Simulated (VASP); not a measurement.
# As (Im-3m) in VASP: single point with LDA

Aim: the single point of As with LDA.

All numbers are computed with VASP 6.6.1; they aren't measurements. Logs are shortened: lines on timing, memory, paths and dates and some standing lists are left out, and cuts for length are marked.

## (1) The cell of the first run

The structure is cubic, space group Im-3m (No. 229). Conventional cell: a = 3.293 Å, b = 3.293 Å, c = 3.293 Å, α = 90.00°, β = 90.00°, γ = 90.00°. As (site symmetry m-3m) has 14 As at 2.85 to 3.29 Å within 3.8 Å.

## (2) Single point, LDA

INCAR

```
PREC = Accurate ; ENCUT = 520
EDIFF = 1E-6 ; ISMEAR = -1
SIGMA = 0.13605693000000002 ; LREAL = False
LASPH = True ; NELM = 80
ALGO = Normal ; ISIF = 2
LWAVE = False ; LCHARG = False
GGA = CA ; NBANDS = 8
```

KPOINTS

```
regular mesh
0
Gamma
  14 14 14
```

POSCAR

```
As
1.0
   -1.6464877847      1.6464877847      1.6464877847
    1.6464877847     -1.6464877847      1.6464877847
    1.6464877847      1.6464877847     -1.6464877847
As
1
Direct
    0.0000000000      0.0000000000      0.0000000000
```

Potentials or basis: VASP PAW LDA potentials, release 64 (As).

The run is started by

```sh
cat potpaw_LDA.64/As/POTCAR > POTCAR
mpirun -np 1 vasp_std > vasp.out
```

OUTCAR:

```text
PREC = Accurate
   ENCUT = 520
   EDIFF = 1E-6
   ISMEAR = -1
   LREAL = False
   LASPH = True
   NELM = 80
   ISIF = 2
   GGA = CA

 ion  position               nearest neighbor table
   1  0.000  0.000  0.000-

  LATTYP: Found a body centered cubic cell.
 ALAT       =     3.2929755694

  Lattice vectors:

 A1 = (  -1.6464877847,   1.6464877847,   1.6464877847)
 A2 = (   1.6464877847,  -1.6464877847,   1.6464877847)
 A3 = (   1.6464877847,   1.6464877847,  -1.6464877847)

Analysis of symmetry for initial positions (statically):
=====================================================================
 Subroutine PRICEL returns:
 Original cell was already a primitive cell.

 Routine SETGRP: Setting up the symmetry group for a
 body centered cubic supercell.

 Subroutine GETGRP returns: Found 48 space group operations
 (whereof 48 operations were pure point group operations)
 out of a pool of 48 trial point group operations.

The static configuration has the point symmetry O_h .

Analysis of symmetry for dynamics (positions and initial velocities):
=====================================================================
 Subroutine PRICEL returns:
 Original cell was already a primitive cell.

 Routine SETGRP: Setting up the symmetry group for a
 body centered cubic supercell.

 Subroutine GETGRP returns: Found 48 space group operations
 (whereof 48 operations were pure point group operations)
 out of a pool of 48 trial point group operations.

The dynamic configuration has the point symmetry O_h .

 Subroutine INISYM returns: Found 48 space group operations
 (whereof 48 operations are pure point group operations),
 and found     1 'primitive' translations

----------------------------------------------------------------------------------------

                                     Primitive cell

  volume of cell :      17.8540

  direct lattice vectors                    reciprocal lattice vectors
    -1.646487785  1.646487785  1.646487785     0.000000000  0.303676714  0.303676714
     1.646487785 -1.646487785  1.646487785     0.303676714  0.000000000  0.303676714
     1.646487785  1.646487785 -1.646487785     0.303676714  0.303676714  0.000000000

  length of vectors
     2.851800497  2.851800497  2.851800497     0.429463727  0.429463727  0.429463727

  position of ions in fractional coordinates (direct lattice)
     0.000000000  0.000000000  0.000000000

  ion indices of the primitive-cell ions
   primitive index   ion index
                 1           1

----------------------------------------------------------------------------------------

 KPOINTS: regular mesh

Automatic generation of k-mesh.
 Grid dimensions read from file:
 generate k-points for:   14   14   14

 Generating k-lattice:

  Cartesian coordinates                     Fractional coordinates (reciprocal lattice)
     0.000000000  0.021691194  0.021691194     0.071428571  0.000000000  0.000000000
     0.021691194  0.000000000  0.021691194     0.000000000  0.071428571  0.000000000
     0.021691194  0.021691194  0.000000000     0.000000000  0.000000000  0.071428571

  Length of vectors
     0.030675981  0.030675981  0.030675981

  Shift w.r.t. Gamma in fractional coordinates (k-lattice)
     0.000000000  0.000000000  0.000000000

 Subroutine IBZKPT returns following result:
 ===========================================

 Found    104 irreducible k-points:

 Following reciprocal coordinates:
            Coordinates               Weight
  0.000000  0.000000  0.000000      1.000000
  0.071429  0.000000  0.000000     12.000000
  0.142857  0.000000  0.000000     12.000000
  0.214286  0.000000  0.000000     12.000000
  0.285714  0.000000  0.000000     12.000000
  0.357143  0.000000  0.000000     12.000000
[... 16 lines left out ...]
  0.285714  0.285714  0.000000     24.000000
  0.357143  0.285714  0.000000     24.000000
 [... further k-points ...]
   k-points           NKPTS =    104   k-points in BZ     NKDIM =    104   number of bands    NBANDS=      8
   number of dos      NEDOS =    301   number of ions     NIONS =      1
   total plane-waves  NPLWV =  13824
   dimension x,y,z NGX =    24 NGY =   24 NGZ =   24
   dimension x,y,z NGXF=    48 NGYF=   48 NGZF=   48
   ions per type =               1
   NGX,Y,Z   is equivalent  to a cutoff of  13.99, 13.99, 13.99 a.u.
   NGXF,Y,Z  is equivalent  to a cutoff of  27.98, 27.98, 27.98 a.u.
 SYSTEM =  unknown system
   PREC   = accura    normal or accurate (medium, high low for compatibility)
   ISTART =      0    job   : 0-new  1-cont  2-samecut
   ICHARG =      2    charge: 1-file 2-atom 10-const
   ISPIN  =      1    spin polarized calculation?
   LNONCOLLINEAR =      F non collinear calculations
   LSORBIT =      F    spin-orbit coupling
   LASPH  =      T    aspherical Exc in radial PAW
   ENCUT  =  520.0 eV  38.22 Ry    6.18 a.u.   5.30  5.30  5.30*2*pi/ulx,y,z
   NELM   =     80;   NELMIN=  2; NELMDL= -5     # of ELM steps
   EDIFF  = 0.1E-05   stopping-criterion for ELM
   LREAL  =      F    real-space projection
   EDIFFG = 0.1E-04   stopping-criterion for IOM
   NSW    =      0    number of steps for IOM
   IBRION =     -1    ionic relax: 0-MD 1-quasi-New 2-CG
   NFREE  =      0    steps in history (QN), initial steepest desc. (CG)
   ISIF   =      2    stress and relaxation
   ISYM   =      2    0-nonsym 1-usesym 2-fastsym
   POTIM  = 0.5000    time-step for ionic-motion
   TEBEG  =    0.0;   TEEND  =   0.0 temperature during run
   PSTRESS=    0.0 pullay stress
   NELECT =       5.0000    total number of electrons
   NUPDOWN=      -1.0000    fix difference up-down
   EMIN   =  10.00;   EMAX   =-10.00  energy-range for DOS
   EFERMI =   0.00;   METHOD = LEGACY
   ISMEAR =    -1;   SIGMA  =   0.14  broadening in eV -4-tet -1-fermi 0-gaus
   EFERMI_NEDOS =   21; number of points for ismear=-14 and -15
   IALGO  =     38    algorithm
   IMIX   =      4    mixing-type and parameters
     AMIX     =   0.40;   BMIX     =  1.00
     AMIX_MAG =   1.60;   BMIX_MAG =  1.00
  volume/ion in A,a.u.               =      17.85       120.48
  Fermi-wavevector in a.u.,A,eV,Ry     =   1.071074  2.024037 15.608610  1.147200
  Thomas-Fermi vector in A             =   2.206804
   LORBIT       =      0    0 simple, 1 ext, 2 COOP (PROOUT), +10 PAW based schemes
   GGA     = CA    functional components
   LHFCALC =     F    Hartree Fock is set to
   AEXX    =    0.0000 exact exchange contribution
   IVDW    =     0    specifies the selected vdW correction
   LEPSILON=     F    determine dielectric tensor
   LRPA    =     F    only Hartree local field effects (RPA)
 non-spin polarized calculation
  energy-cutoff  :      520.00
  volume of cell :       17.85
 maximum number of plane-waves:       490
 NGX is ok and might be reduce to    24
   NGX = 11   NGY = 11   NGZ = 11

 number of electron       5.0000001 magnetization

 Free energy of the ion-electron system (eV)
  ---------------------------------------------------
  ext. energy  EPLUGINS =         0.00000000
  ---------------------------------------------------
  free energy    TOTEN  =        -5.02428647 eV

  energy without entropy =       -4.99570974  energy(sigma->0) =       -5.00999811

 E-fermi :   7.2050     XC(G=0): -11.1677

 val. band max:        7.2035097366   @ k =   0.3571   0.1429   0.1429
 cond. band min:       7.2511407787   @ k =  -0.2857   0.2857   0.2857
 fundamental gap:      0.0476310421
 Fermi energy:         7.2049637006

 k-point     1 :       0.0000    0.0000    0.0000
  band No.  band energies     occupation
      1      -8.4003      2.00000
      2      13.5976      0.00000
      3      13.5976      0.00000
      4      13.5976      0.00000
      5      20.6620      0.00000
      6      20.6620      0.00000
      7      20.6620      0.00000
      8      23.0314      0.00000

 k-point     2 :       0.0714    0.0000    0.0000
  band No.  band energies     occupation
      1      -8.2660      2.00000
      2      12.6754      0.00000
      3      13.2022      0.00000
      4      13.5090      0.00000
      5      20.0281      0.00000
      6      20.2155      0.00000
      7      21.2968      0.00000
      8      22.3902      0.00000

 k-point     3 :       0.1429    0.0000    0.0000
  band No.  band energies     occupation
      1      -7.8647      2.00000
      2      10.5654      0.00000
      3      12.3179      0.00000
      4      13.2576      0.00000
      5      18.8352      0.00000
      6      18.9032      0.00000
      7      22.3531      0.00000
      8      22.5065      0.00000

 k-point     4 :       0.2143    0.0000    0.0000
  band No.  band energies     occupation
      1      -7.2011      2.00000
      2       8.0683      0.00350
      3      11.3503      0.00000
      4      12.8938      0.00000
      5      17.5308      0.00000
      6      17.8490      0.00000
      7      22.3873      0.00000
      8      23.0965      0.00000

 k-point     5 :       0.2857    0.0000    0.0000
  band No.  band energies     occupation
      1      -6.2880      2.00000
      2       5.5605      1.99999
      3      10.5012      0.00000
      4      12.4984      0.00000
      5      16.5249      0.00000
      6      16.9937      0.00000
      7      22.8927      0.00000
      8      23.9456      0.00000
[... 177 lines left out ...]
 k-point    22 :       0.3571    0.2143   -0.0000
  band No.  band energies     occupation
      1      -2.7695      2.00000
      2       1.4792      2.00000
      3       5.1461      2.00000
      4      10.3437      0.00000
      5      17.3857      0.00000
      6      20.5425      0.00000
      7      23.4689      0.00000
      8      24.6598      0.00000

 k-point    23 :       0.2857    0.2857    0.0000
  band No.  band energies     occupation
      1      -2.7465      2.00000
      2       2.2484      2.00000
      3       4.0126      2.00000
      4      10.2451      0.00000
      5      17.9892      0.00000
      6      20.3791      0.00000
      7      23.3172      0.00000
      8      26.0665      0.00000

 k-point    24 :       0.3571    0.2857    0.0000
  band No.  band energies     occupation
      1      -2.2417      2.00000
      2       1.9837      2.00000
      3       3.3966      2.00000
      4      10.1431      0.00000
      5      18.1412      0.00000
      6      21.0652      0.00000
      7      22.2421      0.00000
      8      26.6954      0.00000

 [... further k-points ...]
[... 5 lines left out ...]
  --------------------------------------------------------------------------------------
  -------------------------------------------------------------------------------------
  Total        0.0458433      0.0458433      0.0458433      0.0000000      0.0000000     -0.0000000
  in kB        4.1138696      4.1138696      4.1138696      0.0000000      0.0000000     -0.0000000
  external PRESSURE =       4.1138696 kB  Pullay stress =       0.0000000 kB

 VOLUME and BASIS-vectors are now :
 -----------------------------------------------------------------------------
  energy-cutoff  :      520.00
  volume of cell :       17.85
      direct lattice vectors                 reciprocal lattice vectors
    -1.646487785  1.646487785  1.646487785     0.000000000  0.303676714  0.303676714
     1.646487785 -1.646487785  1.646487785     0.303676714  0.000000000  0.303676714
     1.646487785  1.646487785 -1.646487785     0.303676714  0.303676714  0.000000000

 POSITION                                       TOTAL-FORCE (eV/Angst)
 -----------------------------------------------------------------------------------
      0.00000      0.00000      0.00000        -0.000000     -0.000000     -0.000000
 -----------------------------------------------------------------------------------
    total drift:                                0.000000     -0.000000     -0.000000

  FREE ENERGIE OF THE ION-ELECTRON SYSTEM (eV)
  ---------------------------------------------------
  free  energy   TOTEN  =        -5.0242864685 eV

  energy  without entropy=       -4.9957097435  energy(sigma->0) =       -5.00999811
```

Run time: 4.6 s. Hardware: 1 thread of Intel Xeon Platinum 8488C (Sapphire Rapids), shared host; peak memory 0.13 GiB.

Results:

```yaml
Free_energy: -5.0243 eV
Pressure: 0.4 GPa
```

Levels at points of the mesh, in eV from the Fermi level:
```csv
k point,band 1,band 2,band 3,band 4,band 5,band 6,band 7,band 8
"(0.00, 0.00, 0.00)",-15.61,6.39,6.39,6.39,13.46,13.46,13.46,15.83
"(0.50, 0.00, 0.00)",-10.45,-6.89,2.12,4.64,8.06,8.67,18.69,20.13
"(0.50, 0.50, 0.50)",-6.37,-2.34,-2.34,-2.34,3.61,3.61,24.80,24.80
```
